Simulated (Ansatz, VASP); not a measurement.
## One calculation of N, two programs

Contents of INCAR:

```
SYSTEM = N
PREC = Accurate
ENCUT = 600
EDIFF = 1E-7
ISMEAR = 0
SIGMA = 0.02
LREAL = .FALSE.
LASPH = .TRUE.
NELM = 150
ALGO = Normal
ISIF = 3
LWAVE = .FALSE.
LCHARG = .FALSE.
ISPIN = 2
MAGMOM = 3.2 3.2 3.2 3.2
LORBIT = 11
GGA = CA
IBRION = 2
NSW = 100
EDIFFG = -0.005
```

KPOINTS

```
Automatic mesh
0
G
  4 4 4
  0 0 0
```

Contents of POSCAR:

```
N
1.0
    5.6490000000      0.0000000000      0.0000000000
    0.0000000000      5.6490000000      0.0000000000
    0.0000000000      0.0000000000      5.6490000000
N
4
Direct
    0.0300000000      0.0300000000      0.0300000000
    0.4700000000      0.9700000000      0.5300000000
    0.5300000000      0.4700000000      0.9700000000
    0.9700000000      0.5300000000      0.4700000000
```

Input for Ansatz:

```yaml
crystal:
  lattice:
    - [5.649, 0.0, 0.0]
    - [0.0, 5.649, 0.0]
    - [0.0, 0.0, 5.649]
  atoms:
    - { symbol: "N", position: [0.03, 0.03, 0.03], spin: 3.2 }
    - { symbol: "N", position: [0.47, 0.97, 0.53], spin: 3.2 }
    - { symbol: "N", position: [0.53, 0.47, 0.97], spin: 3.2 }
    - { symbol: "N", position: [0.97, 0.53, 0.47], spin: 3.2 }
basis:
  ecutwfc: 420
kpoints:
  mp_grid: { grid: [4, 4, 4] }
hamiltonian:
  xc: lda
scf:
  occupations: { method: gaussian, width: 0.02 }
output:
  forces: true
  stress: true
  eigenvalues: true
  populations: true
  write_density: true
  write_potential: true
  elf: true
  volumetric_format: npy
magnetization:
  spin_polarized: true
relax:
  adjacent_minimum: "off"
  f_tol: 0.005
  max_steps: 80
  cell: { stress_tol: 0.05 }
```

Alike in both runs: task relaxation of cell and atoms; functional LDA; k mesh 4 × 4 × 4; occupations gaussian, width 0.02 eV; collinear spin.

|  | VASP | Ansatz |
| --- | --- | --- |
| version | VASP 6.6.1 | Ansatz 0.2.0 |
| potentials or method | VASP PAW LDA potentials, release 64 (N), cutoff 600 eV | scalar-relativistic, plane waves, PAW |
| valence electrons in the cell | 20 | 20 |

VASP gave:

```
gap on the k mesh at the Fermi level, each at its own relaxed structure (eV) : 1.54
net moment per atom (μB)                                                     : 3.00
size of the moment on the site where the two differ most (μB)                : 1.92
relaxed volume (Å³/atom)                                                     : 27.82
relaxed cell length with the largest relative difference (Å)                 : 4.810
```

Q: Which values does Ansatz return?

A: gap on the k mesh at the Fermi level, each at its own relaxed structure (eV): 1.72; net moment per atom (μB): 3.00; size of the moment on the site where the two differ most (μB): 2.87; relaxed volume (Å³/atom): 28.18; relaxed cell length with the largest relative difference (Å): 4.831.

LDA's correlation is that of Perdew and Zunger in VASP and of Perdew and Wang (1992) in Ansatz. Site moments also hang on the region over which each program counts them.

Noted on VASP's run: the volume moved by over 15 % at a fixed basis, so the end points are rough.
